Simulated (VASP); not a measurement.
# MnSb (P6_3/mmc) in VASP: further runs

The runs below take MnSb through single point, with PBE.

All numbers are computed with VASP 6.6.1; they aren't measurements. Logs are shortened: lines on timing, memory, paths and dates and some standing lists are left out, and cuts for length are marked.

### 1 The cell of the first run

The structure is hexagonal, space group P6_3/mmc (No. 194). The conventional cell has a = 4.140 Å, b = 4.140 Å, c = 5.790 Å, α = 90.00°, β = 90.00°, γ = 120.00°. Sb (site symmetry -6m2) has 6 Mn at 2.79 Å and 6 Sb at 3.75 Å within 3.8 Å. Mn (site symmetry -3m) has 6 Sb at 2.79 Å and 2 Mn at 2.90 Å within 3.7 Å.

### 2 Single point, PBE, collinear spin, antiferromagnetic start

Contents of INCAR:

```
SYSTEM = MnSb
ALGO = Normal
EDIFF = 1E-7
ENCUT = 520
GGA = PE
ISIF = 2
ISMEAR = -1
ISPIN = 2
LASPH = .True.
LCHARG = .False.
LMAXMIX = 4
LORBIT = 11
LREAL = .False.
LWAVE = .False.
MAGMOM = 0 0 4.5 -4.5
NBANDS = 30
NELM = 150
PREC = Accurate
SIGMA = 0.05
```

Contents of KPOINTS:

```
k-points
0
Gamma
  8 8 5
  0 0 0
```

Contents of POSCAR:

```
MnSb
1.0
    4.1400020900      0.0000000000      0.0000000000
   -2.0700010500      3.5853469800      0.0000000000
    0.0000000000      0.0000000000      5.7900000000
Sb Mn
2 2
Direct
    0.3333333300      0.6666666700      0.2500000000
    0.6666666700      0.3333333300      0.7500000000
    0.0000000000      0.0000000000      0.0000000000
    0.0000000000      0.0000000000      0.5000000000
```

Potentials or basis: VASP PAW PBE potentials, release 64 (Sb, Mn_pv).

Started as:

```
> cat potpaw_PBE.64/Sb/POTCAR potpaw_PBE.64/Mn_pv/POTCAR > POTCAR
> mpirun -np 1 vasp_std > vasp.out
```

OUTCAR:

```text
SYSTEM = MnSb
   EDIFF = 1E-7
   ENCUT = 520
   GGA = PE
   ISIF = 2
   ISMEAR = -1
   ISPIN = 2
   LASPH = .True.
   LORBIT = 11
   LREAL = .False.
   NELM = 150
   PREC = Accurate

 ion  position               nearest neighbor table
   1  0.333  0.667  0.250-   3 2.79   4 2.79   3 2.79   4 2.79   3 2.79   4 2.79   2 3.75   2 3.75
                             2 3.75   2 3.75   2 3.75   2 3.75
   2  0.667  0.333  0.750-   3 2.79   4 2.79   3 2.79   4 2.79   3 2.79   4 2.79   1 3.75   1 3.75
                             1 3.75   1 3.75   1 3.75   1 3.75
   3  0.000  0.000  0.000-   1 2.79   2 2.79   2 2.79   1 2.79   2 2.79   1 2.79   4 2.90   4 2.90

   4  0.000  0.000  0.500-   1 2.79   2 2.79   2 2.79   1 2.79   2 2.79   1 2.79   3 2.90   3 2.90

  LATTYP: Found a hexagonal cell.
 ALAT       =     4.1400020900
 C/A-ratio  =     1.3985500186

  Lattice vectors:

 A1 = (   4.1400020900,   0.0000000000,   0.0000000000)
 A2 = (  -2.0700010500,   3.5853469800,   0.0000000000)
 A3 = (   0.0000000000,   0.0000000000,   5.7900000000)

Analysis of symmetry for initial positions (statically):
=====================================================================
 Subroutine PRICEL returns:
 Original cell was already a primitive cell.

 Routine SETGRP: Setting up the symmetry group for a
 hexagonal supercell.

 Subroutine GETGRP returns: Found 24 space group operations
 (whereof 12 operations were pure point group operations)
 out of a pool of 24 trial point group operations.

The static configuration has the point symmetry D_3d.
 The point group associated with its full space group is D_6h.

Analysis of symmetry for dynamics (positions and initial velocities):
=====================================================================
 Subroutine PRICEL returns:
 Original cell was already a primitive cell.

 Routine SETGRP: Setting up the symmetry group for a
 hexagonal supercell.

 Subroutine GETGRP returns: Found 24 space group operations
 (whereof 12 operations were pure point group operations)
 out of a pool of 24 trial point group operations.

The dynamic configuration has the point symmetry D_3d.
 The point group associated with its full space group is D_6h.

Analysis of structural, dynamic, and magnetic symmetry:
=====================================================================
 Subroutine PRICEL returns:
 Original cell was already a primitive cell.

 Routine SETGRP: Setting up the symmetry group for a
 hexagonal supercell.

 Subroutine GETGRP returns: Found 24 space group operations
 (whereof 12 operations were pure point group operations)
 out of a pool of 24 trial point group operations.

The overall configuration has the point symmetry D_3d.
 The point group associated with its full space group is D_6h.

 Subroutine INISYM returns: Found 24 space group operations
 (whereof 12 operations are pure point group operations),
 and found     1 'primitive' translations

----------------------------------------------------------------------------------------

                                     Primitive cell

  volume of cell :      85.9430

  direct lattice vectors                    reciprocal lattice vectors
     4.140002090  0.000000000  0.000000000     0.241545772  0.139456517  0.000000000
    -2.070001050  3.585346980  0.000000000     0.000000000  0.278913033  0.000000000
     0.000000000  0.000000000  5.790000000     0.000000000  0.000000000  0.172711572

  length of vectors
     4.140002090  4.140002091  5.790000000     0.278913033  0.278913033  0.172711572

  position of ions in fractional coordinates (direct lattice)
     0.333333330  0.666666670  0.250000000
     0.666666670  0.333333330  0.750000000
     0.000000000  0.000000000  0.000000000
     0.000000000  0.000000000  0.500000000

  ion indices of the primitive-cell ions
   primitive index   ion index
                 1           1
                 2           2
                 3           3
                 4           4

----------------------------------------------------------------------------------------

[... 23 lines left out ...]

 Following reciprocal coordinates:
            Coordinates               Weight
  0.000000  0.000000  0.000000      1.000000
  0.125000  0.000000  0.000000      6.000000
  0.250000  0.000000  0.000000      6.000000
  0.375000 -0.000000  0.000000      6.000000
  0.500000  0.000000  0.000000      3.000000
  0.125000  0.125000  0.000000      6.000000
[... 16 lines left out ...]
  0.250000  0.000000  0.400000     12.000000
  0.375000 -0.000000  0.400000     12.000000
 [... further k-points ...]
   k-points           NKPTS =     30   k-points in BZ     NKDIM =     30   number of bands    NBANDS=     30
   number of dos      NEDOS =    301   number of ions     NIONS =      4
   total plane-waves  NPLWV =  49152
   dimension x,y,z NGX =    32 NGY =   32 NGZ =   48
   dimension x,y,z NGXF=    64 NGYF=   64 NGZF=   96
   ions per type =               2   2
   NGX,Y,Z   is equivalent  to a cutoff of  12.85, 12.85, 13.78 a.u.
   NGXF,Y,Z  is equivalent  to a cutoff of  25.70, 25.70, 27.56 a.u.
 SYSTEM =  MnSb
   PREC   = accura    normal or accurate (medium, high low for compatibility)
   ISTART =      0    job   : 0-new  1-cont  2-samecut
   ICHARG =      2    charge: 1-file 2-atom 10-const
   ISPIN  =      2    spin polarized calculation?
   LNONCOLLINEAR =      F non collinear calculations
   LSORBIT =      F    spin-orbit coupling
   LASPH  =      T    aspherical Exc in radial PAW
   ENCUT  =  520.0 eV  38.22 Ry    6.18 a.u.   7.70  7.70 10.77*2*pi/ulx,y,z
   NELM   =    150;   NELMIN=  2; NELMDL= -5     # of ELM steps
   EDIFF  = 0.1E-06   stopping-criterion for ELM
   LREAL  =      F    real-space projection
   EDIFFG = 0.1E-05   stopping-criterion for IOM
   NSW    =      0    number of steps for IOM
   IBRION =     -1    ionic relax: 0-MD 1-quasi-New 2-CG
   NFREE  =      0    steps in history (QN), initial steepest desc. (CG)
   ISIF   =      2    stress and relaxation
   ISYM   =      2    0-nonsym 1-usesym 2-fastsym
   POTIM  = 0.5000    time-step for ionic-motion
   TEBEG  =    0.0;   TEEND  =   0.0 temperature during run
   PSTRESS=    0.0 pullay stress
   NELECT =      36.0000    total number of electrons
   NUPDOWN=      -1.0000    fix difference up-down
   EMIN   =  10.00;   EMAX   =-10.00  energy-range for DOS
   EFERMI =   0.00;   METHOD = LEGACY
   ISMEAR =    -1;   SIGMA  =   0.05  broadening in eV -4-tet -1-fermi 0-gaus
   EFERMI_NEDOS =   21; number of points for ismear=-14 and -15
   IALGO  =     38    algorithm
   IMIX   =      4    mixing-type and parameters
     AMIX     =   0.40;   BMIX     =  1.00
     AMIX_MAG =   1.60;   BMIX_MAG =  1.00
  volume/ion in A,a.u.               =      21.49       144.99
  Fermi-wavevector in a.u.,A,eV,Ry     =   1.224914  2.314752 20.414372  1.500414
  Thomas-Fermi vector in A             =   2.359971
   LORBIT       =     11    0 simple, 1 ext, 2 COOP (PROOUT), +10 PAW based schemes
   GGA     = PE    functional components
   LHFCALC =     F    Hartree Fock is set to
   AEXX    =    0.0000 exact exchange contribution
   IVDW    =     0    specifies the selected vdW correction
   LEPSILON=     F    determine dielectric tensor
   LRPA    =     F    only Hartree local field effects (RPA)
 spin polarized calculation
  energy-cutoff  :      520.00
  volume of cell :       85.94
 maximum number of plane-waves:      2350
 NGX is ok and might be reduce to    32
   NGX = 15   NGY = 15   NGZ = 21

 number of electron      36.0000013 magnetization      -0.0000000

 number of electron      36.0000013 magnetization       0.0000000

 Free energy of the ion-electron system (eV)
  ---------------------------------------------------
  ext. energy  EPLUGINS =         0.00000000
  ---------------------------------------------------
  free energy    TOTEN  =       -26.10712166 eV

  energy without entropy =      -26.07640449  energy(sigma->0) =      -26.09176308

 E-fermi :   7.6392     XC(G=0): -10.6273

 val. band max:        7.6275512803   @ k =   0.3750  -0.0000   0.4000
 cond. band min:       7.6410475651   @ k =   0.2500   0.2500   0.2000
 fundamental gap:      0.0134962847
 Fermi energy:         7.6392090204

 spin component 1

 k-point     1 :       0.0000    0.0000    0.0000
  band No.  band energies     occupation
      1     -42.1313      1.00000
      2     -42.1313      1.00000
      3     -42.1126      1.00000
      4     -38.6528      1.00000
      5     -38.6384      1.00000
      6     -38.6384      1.00000
[... 781 lines left out ...]
     29      15.7230      0.00000
     30      17.3661      0.00000

 [... further k-points ...]

 spin component 2

 k-point     1 :       0.0000    0.0000    0.0000
  band No.  band energies     occupation
      1     -42.1313      1.00000
      2     -42.1313      1.00000
      3     -42.1126      1.00000
      4     -38.6528      1.00000
      5     -38.6384      1.00000
      6     -38.6384      1.00000
[... 781 lines left out ...]
     29      15.8988      0.00000
     30      17.0331      0.00000

 [... further k-points ...]

------------------------ aborting loop because EDIFF is reached ----------------------------------------

  FORCE on cell =-STRESS in cart. coord.  units (eV):
  Direction    XX          YY          ZZ          XY          YZ          ZX
  --------------------------------------------------------------------------------------
  -------------------------------------------------------------------------------------
  Total       -1.8313203     -1.8313203     -2.0285702      0.0000000     -0.0000000     -0.0000000
  in kB      -34.1400832    -34.1400832    -37.8172811      0.0000000     -0.0000000     -0.0000000
  external PRESSURE =     -35.3658158 kB  Pullay stress =       0.0000000 kB

 VOLUME and BASIS-vectors are now :
 -----------------------------------------------------------------------------
  energy-cutoff  :      520.00
  volume of cell :       85.94
      direct lattice vectors                 reciprocal lattice vectors
     4.140002090  0.000000000  0.000000000     0.241545772  0.139456517  0.000000000
    -2.070001050  3.585346980  0.000000000     0.000000000  0.278913033  0.000000000
     0.000000000  0.000000000  5.790000000     0.000000000  0.000000000  0.172711572

 POSITION                                       TOTAL-FORCE (eV/Angst)
 -----------------------------------------------------------------------------------
     -0.00000      2.39023      1.44750        -0.000000      0.000000      0.000000
      2.07000      1.19512      4.34250         0.000000     -0.000000      0.000000
      0.00000      0.00000      0.00000         0.000000      0.000000      0.000000
      0.00000      0.00000      2.89500         0.000000      0.000000      0.000000
 -----------------------------------------------------------------------------------
    total drift:                               -0.000004      0.000002      0.000000

  FREE ENERGIE OF THE ION-ELECTRON SYSTEM (eV)
  ---------------------------------------------------
  free  energy   TOTEN  =       -26.1071216619 eV

  energy  without entropy=      -26.0764044927  energy(sigma->0) =      -26.09176308

 total charge

# of ion       s       p       d       tot
------------------------------------------
    1        1.136   1.260   0.044   2.441
    2        1.136   1.260   0.044   2.441
    3        0.272   6.209   5.041  11.521
    4        0.272   6.209   5.041  11.521
--------------------------------------------------
tot          2.815  14.939  10.170  27.924

 magnetization (x)

# of ion       s       p       d       tot
------------------------------------------
    1        0.000   0.000   0.000   0.000
    2        0.000   0.000   0.000   0.000
    3        0.039   0.039   3.246   3.325
    4       -0.039  -0.039  -3.246  -3.325
--------------------------------------------------
tot         -0.000   0.000   0.000   0.000
```

Run time: 3 min. Hardware: 1 thread of Intel Xeon Platinum 8375C at 2.90GHz (Ice Lake), shared host; peak memory 0.31 GiB.

What came out:

* Free energy: -26.1071 eV
* Pressure: -3.5 GPa
* Band gap on the k mesh: zero (filled and empty bands overlap)
* Net moment: 0.00 μB per cell
* Site moments: Sb +0.00; Mn +3.33, -3.33 μB
* Valence electrons inside the program's atomic spheres: Sb 2.44; Mn 11.52

Stress tensor (GPa, compression positive):
```
-3.41  0.00  0.00
 0.00 -3.41  0.00
 0.00  0.00 -3.78
```

Caveat: the cell stands under tension; the antiferromagnetic order is the one typed at the start, and another may lie lower; spin-orbit coupling is left out, which moves the levels of the heavy elements.

### 3 Single point, PBE, collinear spin, antiferromagnetic start

Contents of INCAR:

```
SYSTEM = MnSb
PREC = Accurate ; ENCUT = 520
EDIFF = 1E-6 ; ISMEAR = -1
SIGMA = 0.05 ; LREAL = .False.
LASPH = .True. ; NELM = 150
ALGO = Normal ; ISIF = 2
LWAVE = .False. ; LCHARG = .False.
ISPIN = 2 ; MAGMOM = 0 0 2.25 -2.25
LORBIT = 11 ; LMAXMIX = 4
GGA = PE ; NBANDS = 30
```

Contents of KPOINTS:

```
regular mesh
0
Gamma
  8 8 5
  0 0 0
```

POSCAR is that of step 2.

Potentials or basis: VASP PAW PBE potentials, release 64 (Sb, Mn_pv).

Started as:

```
> cat potpaw_PBE.64/Sb/POTCAR potpaw_PBE.64/Mn_pv/POTCAR > POTCAR
> mpirun -np 1 vasp_std > vasp.out
```

Run time: 2.3 min. Hardware: 1 thread of Intel Xeon Platinum 8375C at 2.90GHz (Ice Lake), shared host; peak memory 0.31 GiB.

Results (log left out):

| Property | Result |
| --- | --- |
| Free energy | -26.1071 eV |
| Pressure | -3.6 GPa |
| Band gap on the k mesh | zero (filled and empty bands overlap) |
| Net moment | 0.00 μB per cell |
| Site moments | Sb +0.00; Mn +3.33, -3.33 μB |
| Valence electrons inside the program's atomic spheres | Sb 2.44; Mn 11.52 |

Stress tensor (GPa, compression positive):
```
-3.45  0.00  0.00
 0.00 -3.45  0.00
 0.00  0.00 -3.81
```

Levels at points of the mesh, in eV from the Fermi level:
Spin up:
```
           k point  band 14  band 15  band 16  band 17  band 18  band 19  band 20  band 21  band 22  band 23
(0.00, 0.00, 0.00)    -2.54    -0.77    -0.77     0.59     0.59     0.78     0.78     1.45     2.55     3.15
(0.50, 0.00, 0.00)    -2.47    -2.28    -2.11    -2.10    -0.73    -0.21     0.87     1.01     1.04     2.20
```
Spin down:
| k point | band 15 | band 16 | band 17 | band 18 | band 19 | band 20 | band 21 | band 22 |
| --- | --- | --- | --- | --- | --- | --- | --- | --- |
| (0.00, 0.00, 0.00) | -0.77 | -0.77 | 0.59 | 0.59 | 0.78 | 0.78 | 1.45 | 2.55 |
| (0.50, 0.00, 0.00) | -2.28 | -2.11 | -2.10 | -0.73 | -0.21 | 0.87 | 1.01 | 1.04 |

Caveat: the cell stands under tension; the antiferromagnetic order is the one typed at the start, and another may lie lower; spin-orbit coupling is left out, which moves the levels of the heavy elements.

[end of part 1 of 2]
